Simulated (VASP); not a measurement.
# Cu (P2/m) in VASP: relaxation of volume and atoms at fixed shape with r2SCAN

Aim: the relaxation of volume and atoms at fixed shape of Cu with r2SCAN.

Program: VASP 6.6.1. These are calculated values, not measurements. Logs are shortened: lines on timing, memory, paths and dates and some standing lists are left out, and cuts for length are marked.

### 1 The cell of the first run

The structure is monoclinic, space group P2/m (No. 10). Conventional cell: a = 11.570 Å, b = 2.238 Å, c = 22.224 Å, α = 90.00°, β = 101.93°, γ = 90.00°. Within 3.0 Å of Cu (site symmetry 2/m) lie 2 Cu at 2.24 Å.

### 2 Relaxation of volume and atoms at fixed shape, r2SCAN

Contents of POSCAR:

```
Cu
1.0
   11.5702540000      0.0000000000      0.0000000000
    0.0000000000      2.2382120000      0.0000000000
   -4.5956233005      0.0000000000     21.7433887645
Cu
1
Direct
    0.5000000000      0.5000000000      0.5000000000
```

Contents of INCAR.step1:

```
ALGO = Normal ; EDIFF = 1E-4
ENCUT = 600 ; GGA = PE
ISMEAR = -1 ; LASPH = T
LCHARG = F ; LREAL = F
LWAVE = T ; NELM = 80
PREC = Accurate ; SIGMA = 0.1
```

Contents of INCAR.step2:

```
ALGO = Normal ; EDIFF = 1E-7
EDIFFG = -0.01 ; ENCUT = 600
IBRION = 2 ; ISIF = 8
ISMEAR = -1 ; ISTART = 1
LASPH = T ; LCHARG = F
LMIXTAU = T ; LREAL = F
LWAVE = F ; METAGGA = R2SCAN
NELM = 80 ; NSW = 80
PREC = Accurate ; SIGMA = 0.1
```

Contents of KPOINTS:

```
k-points
0
Gamma
  3 15 2
```

Potentials or basis: VASP PAW PBE potentials, release 64 (Cu).

Launch:

```sh
$ cat potpaw_PBE.64/Cu/POTCAR > POTCAR
$ cp INCAR.step1 INCAR
$ mpirun -np 1 vasp_std > vasp.out
$ cp INCAR.step2 INCAR
$ mpirun -np 1 vasp_std > vasp.out
```

OUTCAR:

```text
EDIFF = 1E-7
   EDIFFG = -0.01
   ENCUT = 600
   IBRION = 2
   ISIF = 8
   ISMEAR = -1
   ISTART = 1
   LASPH = T
   LREAL = F
   METAGGA = R2SCAN
   NELM = 80
   NSW = 80
   PREC = Accurate

 ion  position               nearest neighbor table
   1  0.500  0.500  0.500-

  LATTYP: Found a simple monoclinic cell.
 ALAT       =    11.5702540000
 B/A-ratio  =     0.1934453643
 C/A-ratio  =     1.9207652658
 COS(beta)  =    -0.2067889062

  Lattice vectors:

 A1 = (  11.5702540000,   0.0000000000,   0.0000000000)
 A2 = (   0.0000000000,   2.2382120000,   0.0000000000)
 A3 = (  -4.5956233005,   0.0000000000,  21.7433887645)

Analysis of symmetry for initial positions (statically):
=====================================================================
 Subroutine PRICEL returns:
 Original cell was already a primitive cell.

 Routine SETGRP: Setting up the symmetry group for a
 simple monoclinic supercell.

 Subroutine GETGRP returns: Found  4 space group operations
 (whereof  4 operations were pure point group operations)
 out of a pool of  4 trial point group operations.

The static configuration has the point symmetry C_2h.

Analysis of symmetry for dynamics (positions and initial velocities):
=====================================================================
 Subroutine PRICEL returns:
 Original cell was already a primitive cell.

 Routine SETGRP: Setting up the symmetry group for a
 simple monoclinic supercell.

 Subroutine GETGRP returns: Found  4 space group operations
 (whereof  4 operations were pure point group operations)
 out of a pool of  4 trial point group operations.

The dynamic configuration has the point symmetry C_2h.

 Subroutine INISYM returns: Found  4 space group operations
 (whereof  4 operations are pure point group operations),
 and found     1 'primitive' translations

----------------------------------------------------------------------------------------

                                     Primitive cell

  volume of cell :     563.0816

  direct lattice vectors                    reciprocal lattice vectors
    11.570254000  0.000000000  0.000000000     0.086428526  0.000000000  0.018267297
     0.000000000  2.238212000  0.000000000     0.000000000  0.446785202  0.000000000
    -4.595623300  0.000000000 21.743388765     0.000000000  0.000000000  0.045990991

  length of vectors
    11.570254000  2.238212000 22.223742000     0.088337898  0.446785202  0.045990991

  position of ions in fractional coordinates (direct lattice)
     0.500000000  0.500000000  0.500000000

  ion indices of the primitive-cell ions
   primitive index   ion index
                 1           1

----------------------------------------------------------------------------------------

 KPOINTS: k-points

Automatic generation of k-mesh.
 Grid dimensions read from file:
 generate k-points for:    3   15    2

 Generating k-lattice:

  Cartesian coordinates                     Fractional coordinates (reciprocal lattice)
     0.028809509  0.000000000  0.006089099     0.333333333  0.000000000  0.000000000
     0.000000000  0.029785680  0.000000000     0.000000000  0.066666667  0.000000000
     0.000000000  0.000000000  0.022995496     0.000000000  0.000000000  0.500000000

  Length of vectors
     0.029445966  0.029785680  0.022995496

  Shift w.r.t. Gamma in fractional coordinates (k-lattice)
     0.000000000  0.000000000  0.000000000

 Subroutine IBZKPT returns following result:
 ===========================================

 Found     32 irreducible k-points:

 Following reciprocal coordinates:
            Coordinates               Weight
  0.000000  0.000000  0.000000      1.000000
  0.333333  0.000000 -0.000000      2.000000
  0.000000  0.066667  0.000000      2.000000
  0.333333  0.066667 -0.000000      4.000000
  0.000000  0.133333  0.000000      2.000000
  0.333333  0.133333 -0.000000      4.000000
[... 16 lines left out ...]
  0.000000  0.200000  0.500000      2.000000
  0.333333  0.200000  0.500000      4.000000
 [... further k-points ...]
   k-points           NKPTS =     32   k-points in BZ     NKDIM =     32   number of bands    NBANDS=      9
   number of dos      NEDOS =    301   number of ions     NIONS =      1
   total plane-waves  NPLWV = 311040
   dimension x,y,z NGX =    96 NGY =   18 NGZ =  180
   dimension x,y,z NGXF=   192 NGYF=   36 NGZF=  360
   ions per type =               1
   NGX,Y,Z   is equivalent  to a cutoff of  13.79, 13.37, 13.46 a.u.
   NGXF,Y,Z  is equivalent  to a cutoff of  27.59, 26.74, 26.93 a.u.
 SYSTEM =  unknown system
   PREC   = accura    normal or accurate (medium, high low for compatibility)
   ISTART =      1    job   : 0-new  1-cont  2-samecut
   ICHARG =      0    charge: 1-file 2-atom 10-const
   ISPIN  =      1    spin polarized calculation?
   LNONCOLLINEAR =      F non collinear calculations
   LSORBIT =      F    spin-orbit coupling
   LASPH  =      T    aspherical Exc in radial PAW
   ENCUT  =  600.0 eV  44.10 Ry    6.64 a.u.  23.11  4.47 44.39*2*pi/ulx,y,z
   NELM   =     80;   NELMIN=  2; NELMDL=  0     # of ELM steps
   EDIFF  = 0.1E-06   stopping-criterion for ELM
   LREAL  =      F    real-space projection
   EDIFFG = -.1E-01   stopping-criterion for IOM
   NSW    =     80    number of steps for IOM
   IBRION =      2    ionic relax: 0-MD 1-quasi-New 2-CG
   NFREE  =      1    steps in history (QN), initial steepest desc. (CG)
   ISIF   =      8    stress and relaxation
   ISYM   =      2    0-nonsym 1-usesym 2-fastsym
   POTIM  = 0.5000    time-step for ionic-motion
   TEBEG  =    0.0;   TEEND  =   0.0 temperature during run
   PSTRESS=    0.0 pullay stress
   NELECT =      11.0000    total number of electrons
   NUPDOWN=      -1.0000    fix difference up-down
   EMIN   =  10.00;   EMAX   =-10.00  energy-range for DOS
   EFERMI =   0.00;   METHOD = LEGACY
   ISMEAR =    -1;   SIGMA  =   0.10  broadening in eV -4-tet -1-fermi 0-gaus
   EFERMI_NEDOS =   21; number of points for ismear=-14 and -15
   IALGO  =     38    algorithm
   IMIX   =      4    mixing-type and parameters
     AMIX     =   0.40;   BMIX     =  1.00
     AMIX_MAG =   1.60;   BMIX_MAG =  1.00
  volume/ion in A,a.u.               =     563.08      3799.86
  Fermi-wavevector in a.u.,A,eV,Ry     =   0.440909  0.833197  2.644978  0.194400
  Thomas-Fermi vector in A             =   1.415886
   LORBIT       =      0    0 simple, 1 ext, 2 COOP (PROOUT), +10 PAW based schemes
   METAGGA = R2SCAN    functional components
   LHFCALC =     F    Hartree Fock is set to
   AEXX    =    0.0000 exact exchange contribution
   IVDW    =     0    specifies the selected vdW correction
   LEPSILON=     F    determine dielectric tensor
   LRPA    =     F    only Hartree local field effects (RPA)
 conjugate gradient relaxation of ions
 non-spin polarized calculation
  energy-cutoff  :      600.00
  volume of cell :      563.08
 maximum number of plane-waves:     18936
 NGX is ok and might be reduce to    96
   NGX = 47   NGY =  9   NGZ = 89

--------------------------------------- Ionic step        1  -------------------------------------------

 number of electron      10.9999999 magnetization

 Free energy of the ion-electron system (eV)
  ---------------------------------------------------
  ext. energy  EPLUGINS =         0.00000000
  ---------------------------------------------------
  free energy    TOTEN  =        -8.51634274 eV

  energy without entropy =       -8.46946605  energy(sigma->0) =       -8.49290440

------------------------ aborting loop because EDIFF is reached ----------------------------------------

  FORCE on cell =-STRESS in cart. coord.  units (eV):
  Direction    XX          YY          ZZ          XY          YZ          ZX
  --------------------------------------------------------------------------------------
  -------------------------------------------------------------------------------------
  Total       -0.0096248      0.3707279     -0.0052108      0.0000000      0.0000000     -0.0011276
  in kB       -0.0273862      1.0548593     -0.0148267      0.0000000      0.0000000     -0.0032083
  external PRESSURE =       0.3375488 kB  Pullay stress =       0.0000000 kB
[... 90 lines left out ...]
  energy  without entropy=       -8.4711114609  energy(sigma->0) =       -8.49459427

--------------------------------------- Ionic step        4  -------------------------------------------

 number of electron      10.9999992 magnetization

 Free energy of the ion-electron system (eV)
  ---------------------------------------------------
  ext. energy  EPLUGINS =         0.00000000
  ---------------------------------------------------
  free energy    TOTEN  =        -8.51814865 eV

  energy without entropy =       -8.47119839  energy(sigma->0) =       -8.49467352

 E-fermi :  -4.9975     XC(G=0):  -0.6351

 val. band max:       -5.0080945284   @ k =   0.3333   0.2667  -0.0000
 cond. band min:      -3.9307574498   @ k =   0.0000   0.3333   0.5000
 fundamental gap:      1.0773370786
 Fermi energy:        -4.9974531349

 k-point     1 :       0.0000    0.0000    0.0000
  band No.  band energies     occupation
      1      -8.5990      2.00000
      2      -6.2334      1.99999
      3      -6.0750      1.99996
      4      -6.0743      1.99996
      5      -5.1980      1.76264
      6      -5.1978      1.76227
      7      -1.9726      0.00000
      8      -1.9665      0.00000
      9       0.2017      0.00000
[... 265 lines left out ...]
 k-point    24 :       0.3333    0.2000    0.5000
  band No.  band energies     occupation
      1      -7.2355      2.00000
      2      -5.9861      1.99990
      3      -5.9859      1.99990
      4      -5.9322      1.99983
      5      -5.9316      1.99982
      6      -5.6154      1.99586
      7      -0.4119      0.00000
      8      -0.4073      0.00000
      9       1.5755      0.00000

 [... further k-points ...]

------------------------ aborting loop because EDIFF is reached ----------------------------------------

  FORCE on cell =-STRESS in cart. coord.  units (eV):
  Direction    XX          YY          ZZ          XY          YZ          ZX
  --------------------------------------------------------------------------------------
  -------------------------------------------------------------------------------------
  Total       -0.0119658      0.0066885      0.0051855      0.0000000      0.0000000     -0.0037075
  in kB       -0.0329764      0.0184326      0.0142907      0.0000000      0.0000000     -0.0102174
  external PRESSURE =      -0.0000844 kB  Pullay stress =       0.0000000 kB
[... 16 lines left out ...]
  FREE ENERGIE OF THE ION-ELECTRON SYSTEM (eV)
  ---------------------------------------------------
  free  energy   TOTEN  =        -8.5181486538 eV

  energy  without entropy=       -8.4711983890  energy(sigma->0) =       -8.49467352

 reached required accuracy - stopping structural energy minimisation
```

Wall time 2 h (1 thread of Oxide Virtual Turin-like, shared host); peak memory 0.89 GiB.

Results:

| Property | Result |
| --- | --- |
| Free energy | -8.5181 eV |
| Relaxed cell | a = 11.694 Å, b = 2.262 Å, c = 22.462 Å, α = 90.00°, β = 101.93°, γ = 90.00° |
| Space group after relaxing (to 0.1 Å) | P2/m (No. 10) |
| Energy gained by relaxing | 1.8 meV/atom |
| Ionic steps | 4 |
| Pressure after relaxing | 0.0 GPa |
| Band gap on the k mesh | zero (an odd number of electrons rules out a gap without spin polarisation) |

The path:
| step | energy change (eV) | largest force (eV/Å) | pressure (GPa) | volume (Å³) |
| --- | --- | --- | --- | --- |
| 1 | 0.0000 | 0.0000 | 0.03 | 563.08 |
| 2 | -0.0014 | 0.0000 | 0.01 | 572.80 |
| 3 | -0.0017 | 0.0000 | -0.01 | 585.19 |
| 4 | -0.0018 | 0.0000 | 0.00 | 581.37 |

Final structure:
```
Cu
1.0
    11.69416    0.00000    0.00000
     0.00000    2.26218    0.00000
    -4.64484    0.00000   21.97625
Cu
1
Direct
  0.50000 0.50000 0.50000
```

Caveat: the PAW data sets were made with another functional, which shifts forces and pressure a little.

The gap in the log of VASP goes by the Fermi energy; the results here count the filled bands.